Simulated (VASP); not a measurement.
# Ca2B (CdCl2 type) (R-3m) in VASP: further runs, part 3 of 3

VASP 6.6.1. Earlier steps stand in the parts before.

## (5) Single point, PBE

This run uses another cell than the first one, of 29.41 Å³/atom.

The input, INCAR:

```
ALGO     = Normal         # electronic algorithm
EDIFF    = 1E-6           # SCF threshold, eV
ENCUT    = 520            # plane-wave cutoff, eV
GGA      = PE             # functional
ISIF     = 2              # what is computed and relaxed
ISMEAR   = -1             # smearing method
LASPH    = True           # aspherical terms in the spheres
LCHARG   = False          # write CHGCAR
LREAL    = False          # projectors in reciprocal space
LWAVE    = False          # write WAVECAR
NBANDS   = 18             # bands
NELM     = 80             # most SCF steps
PREC     = Accurate       # precision mode
SIGMA    = 0.05           # smearing width, eV
```

The input, KPOINTS:

```
k-points
0
Gamma
  11 11 11
```

The input, POSCAR:

```
Ca2B
1.0
    1.9684863762     -1.1365061392      6.5739208359
    0.0000000000      2.2730122784      6.5739208359
   -1.9684863762     -1.1365061392      6.5739208359
B Ca
1 2
Direct
    0.0000000000      0.0000000000      0.0000000000
    0.2589534148      0.2589534148      0.2589534148
    0.7410465852      0.7410465852      0.7410465852
```

Potentials or basis: VASP PAW PBE potentials, release 64 (B, Ca_sv).

Run with:

```
> cat potpaw_PBE.64/B/POTCAR potpaw_PBE.64/Ca_sv/POTCAR > POTCAR
> mpirun -np 1 vasp_std > vasp.out
```

OUTCAR:

```text
EDIFF = 1E-6
   ENCUT = 520
   GGA = PE
   ISIF = 2
   ISMEAR = -1
   LASPH = True
   LREAL = False
   NELM = 80
   PREC = Accurate

 ion  position               nearest neighbor table
   1  0.000  0.000  0.000-
   2  0.259  0.259  0.259-
   3  0.741  0.741  0.741-

  LATTYP: Found a trigonal (rhomboedric) cell.
 ALAT       =     6.9557903918
 COS(alpha) =     0.8398223751

  Lattice vectors:

 A1 = (   1.9684863762,  -1.1365061392,   6.5739208359)
 A2 = (   0.0000000000,   2.2730122784,   6.5739208359)
 A3 = (  -1.9684863762,  -1.1365061392,   6.5739208359)

Analysis of symmetry for initial positions (statically):
=====================================================================
 Subroutine PRICEL returns:
 Original cell was already a primitive cell.

 Routine SETGRP: Setting up the symmetry group for a
 trigonal (rhombohedral) supercell.

 Subroutine GETGRP returns: Found 12 space group operations
 (whereof 12 operations were pure point group operations)
 out of a pool of 12 trial point group operations.

The static configuration has the point symmetry D_3d.

Analysis of symmetry for dynamics (positions and initial velocities):
=====================================================================
 Subroutine PRICEL returns:
 Original cell was already a primitive cell.

 Routine SETGRP: Setting up the symmetry group for a
 trigonal (rhombohedral) supercell.

 Subroutine GETGRP returns: Found 12 space group operations
 (whereof 12 operations were pure point group operations)
 out of a pool of 12 trial point group operations.

The dynamic configuration has the point symmetry D_3d.

 Subroutine INISYM returns: Found 12 space group operations
 (whereof 12 operations are pure point group operations),
 and found     1 'primitive' translations

[... 112 lines left out ...]
   EFERMI_NEDOS =   21; number of points for ismear=-14 and -15
   IALGO  =     38    algorithm
   IMIX   =      4    mixing-type and parameters
     AMIX     =   0.40;   BMIX     =  1.00
     AMIX_MAG =   1.60;   BMIX_MAG =  1.00
  volume/ion in A,a.u.               =      29.41       198.50
  Fermi-wavevector in a.u.,A,eV,Ry     =   1.045741  1.976164 14.878981  1.093574
  Thomas-Fermi vector in A             =   2.180550
   LORBIT       =      0    0 simple, 1 ext, 2 COOP (PROOUT), +10 PAW based schemes
   GGA     = PE    functional components
   LHFCALC =     F    Hartree Fock is set to
   AEXX    =    0.0000 exact exchange contribution
   IVDW    =     0    specifies the selected vdW correction
   LEPSILON=     F    determine dielectric tensor
   LRPA    =     F    only Hartree local field effects (RPA)
 non-spin polarized calculation
  energy-cutoff  :      520.00
  volume of cell :       88.24
 maximum number of plane-waves:      2413
 NGX is ok and might be reduce to    54
   NGX = 25   NGY = 25   NGZ = 25

 number of electron      23.0000002 magnetization

 Free energy of the ion-electron system (eV)
  ---------------------------------------------------
  ext. energy  EPLUGINS =         0.00000000
  ---------------------------------------------------
  free energy    TOTEN  =        -9.20714163 eV

  energy without entropy =       -9.18196223  energy(sigma->0) =       -9.19455193

 E-fermi :   1.9989     XC(G=0):  -8.1286

 val. band max:        1.9946354222   @ k =   0.4545   0.1818   0.0909
 cond. band min:       2.0080176055   @ k =  -0.1818   0.1818   0.1818
 fundamental gap:      0.0133821834
 Fermi energy:         1.9988713390

 k-point     1 :       0.0000    0.0000    0.0000
  band No.  band energies     occupation
      1     -38.9526      2.00000
      2     -38.9362      2.00000
      3     -20.0868      2.00000
      4     -19.9301      2.00000
      5     -19.9146      2.00000
      6     -19.9146      2.00000
[... 481 lines left out ...]
      5     -19.9752      2.00000
      6     -19.9399      2.00000
[... 10 lines left out ...]
     17       5.4867      0.00000
     18       6.3635      0.00000

 [... further k-points ...]

------------------------ aborting loop because EDIFF is reached ----------------------------------------

  FORCE on cell =-STRESS in cart. coord.  units (eV):
  Direction    XX          YY          ZZ          XY          YZ          ZX
  --------------------------------------------------------------------------------------
  -------------------------------------------------------------------------------------
  Total        0.0420931      0.0420931      0.0381717      0.0000000     -0.0000000      0.0000000
  in kB        0.7642600      0.7642600      0.6930626      0.0000000     -0.0000000      0.0000000
  external PRESSURE =       0.7405275 kB  Pullay stress =       0.0000000 kB

 VOLUME and BASIS-vectors are now :
 -----------------------------------------------------------------------------
  energy-cutoff  :      520.00
  volume of cell :       88.24
      direct lattice vectors                 reciprocal lattice vectors
     1.968486376 -1.136506139  6.573920836     0.254002266 -0.146648277  0.050705407
     0.000000000  2.273012278  6.573920836     0.000000000  0.293296553  0.050705407
    -1.968486376 -1.136506139  6.573920836    -0.254002266 -0.146648277  0.050705407

 POSITION                                       TOTAL-FORCE (eV/Angst)
 -----------------------------------------------------------------------------------
      0.00000      0.00000      0.00000         0.000000      0.000000     -0.000000
      0.00000      0.00000      5.10702        -0.000000     -0.000000     -0.015147
      0.00000      0.00000     14.61474        -0.000000     -0.000000      0.015147
 -----------------------------------------------------------------------------------
    total drift:                                0.000000      0.000000      0.000000

  FREE ENERGIE OF THE ION-ELECTRON SYSTEM (eV)
  ---------------------------------------------------
  free  energy   TOTEN  =        -9.2071416316 eV

  energy  without entropy=       -9.1819622314  energy(sigma->0) =       -9.19455193
```

OSZICAR:

```text
N       E                     dE             d eps       ncg     rms          rms(c)
DAV:   1     0.186645280034E+03    0.18665E+03   -0.11315E+04  5256   0.115E+03
DAV:   2     0.163396024188E+00   -0.18648E+03   -0.18398E+03  5702   0.333E+02
DAV:   3    -0.114917299910E+02   -0.11655E+02   -0.11520E+02  9732   0.628E+01
DAV:   4    -0.119684844699E+02   -0.47675E+00   -0.47598E+00  7280   0.130E+01
DAV:   5    -0.119940169798E+02   -0.25533E-01   -0.25529E-01  8728   0.197E+00    0.700E+00
DAV:   6    -0.929660076325E+01    0.26974E+01   -0.17926E+01  5772   0.125E+01    0.274E+00
DAV:   7    -0.923229675100E+01    0.64304E-01   -0.66537E-01  7068   0.467E+00    0.132E+00
DAV:   8    -0.920742077650E+01    0.24876E-01   -0.17336E-01  7082   0.248E+00    0.280E-01
DAV:   9    -0.920756903790E+01   -0.14826E-03   -0.97882E-03  8336   0.559E-01    0.191E-01
DAV:  10    -0.920713133512E+01    0.43770E-03   -0.25125E-03  7070   0.421E-01    0.342E-02
DAV:  11    -0.920714209444E+01   -0.10759E-04   -0.62012E-04  9366   0.104E-01    0.314E-02
DAV:  12    -0.920714079764E+01    0.12968E-05   -0.53308E-05  6870   0.537E-02    0.934E-03
DAV:  13    -0.920714250736E+01   -0.17097E-05   -0.98519E-06  8414   0.246E-02    0.311E-03
DAV:  14    -0.920714163155E+01    0.87580E-06   -0.11076E-06  3756   0.908E-03
   1 F= -.92071416E+01 E0= -.91945519E+01  d E =-.251794E-01
```

stdout:

```text
POSCAR found type information on POSCAR B Ca
 POSCAR found :  2 types and       3 ions
 scaLAPACK will be used
 LDA part: xc-table for (Slater+PW92), standard interpolation
 POSCAR, INCAR and KPOINTS ok, starting setup
 FFT: planning ... GRIDC
 FFT: planning ... GRID_SOFT
 FFT: planning ... GRID
 WAVECAR not read
 entering main loop
```

Run time: 5.9 min. Hardware: 1 thread of Intel Xeon 6975P-C (Granite Rapids), shared host; peak memory 0.52 GiB.

Results:

- Free energy: -9.2071 eV
- Pressure: 0.1 GPa
- Largest force: 0.015 eV/Å
- Band gap on the k mesh: zero (an odd number of electrons rules out a gap without spin polarisation)

Forces on the atoms (eV/Å):
```
B    0.000  0.000  0.000
Ca   0.000  0.000 -0.015
Ca   0.000  0.000  0.015
```

## (6) Single point, PBE

This run uses another cell than the first one, of 29.41 Å³/atom.

The input, INCAR:

```
SYSTEM = Ca2B
PREC     = Accurate       ! precision mode
ENCUT    = 520            ! plane-wave cutoff, eV
EDIFF    = 1E-6           ! SCF threshold, eV
ISMEAR   = -1             ! smearing method
SIGMA    = 0.05           ! smearing width, eV
LREAL    = .FALSE.        ! projectors in reciprocal space
LASPH    = .TRUE.         ! aspherical terms in the spheres
NELM     = 100            ! most SCF steps
ALGO     = Normal         ! electronic algorithm
ISIF     = 2              ! what is computed and relaxed
LWAVE    = .FALSE.        ! write WAVECAR
LCHARG   = .TRUE.         ! write CHGCAR
GGA      = PE             ! functional
LELF     = .TRUE.         ! ELF
LVHAR    = .TRUE.       
NBANDS   = 18             ! bands
```

The input, KPOINTS:

```
regular mesh
0
G
  11 11 11
  0 0 0
```

POSCAR is that of step 5.

Potentials or basis: VASP PAW PBE potentials, release 64 (B, Ca_sv).

Run with:

```
> cat potpaw_PBE.64/B/POTCAR potpaw_PBE.64/Ca_sv/POTCAR > POTCAR
> mpirun -np 1 vasp_std > vasp.out
```

Run time: 5.4 min. Hardware: 1 thread of Intel Xeon 6975P-C (Granite Rapids), shared host; peak memory 0.52 GiB.

The run converged. Its results:

```
Free energy            : -9.2071 eV
Pressure               : 0.1 GPa
Largest force          : 0.015 eV/Å
Band gap on the k mesh : zero (an odd number of electrons rules out a gap without spin polarisation)
```

Forces on the atoms (eV/Å):
```
B    0.000  0.000  0.000
Ca   0.000  0.000 -0.015
Ca   0.000  0.000  0.015
```

Levels at points of the mesh, in eV from the Fermi level:
```
           k point  band 7  band 8  band 9  band 10  band 11  band 12  band 13  band 14  band 15  band 16
(0.00, 0.00, 0.00)  -21.89  -21.89   -6.45    -1.95    -1.48     0.45     0.45     3.00     3.00     3.02
```

## (7) Overview

```tsv
cell	gap on the mesh (eV)	pressure (GPa)	largest force (eV/Å)
a = 6.389 Å, angles 28.6°, 3 atoms, atomic positions A	none	25.9	0.02
a = 6.545 Å, angles 29.9°, 3 atoms, atomic positions B	none	13.7	0.02
a = 6.956 Å, angles 32.9°, 3 atoms, atomic positions C	none	0.1	0.02
```

Alike in all rows: task single point; level PBE; potentials or basis VASP PAW PBE potentials, release 64 (B, Ca_sv); no spin polarisation; k mesh 11 × 11 × 11; cutoff (eV) 520; smearing fermi-dirac 0.05 eV.

Caveats: the cell stands under pressure (at least some runs).

Absolute energies hang on the potentials; compare differences alone.
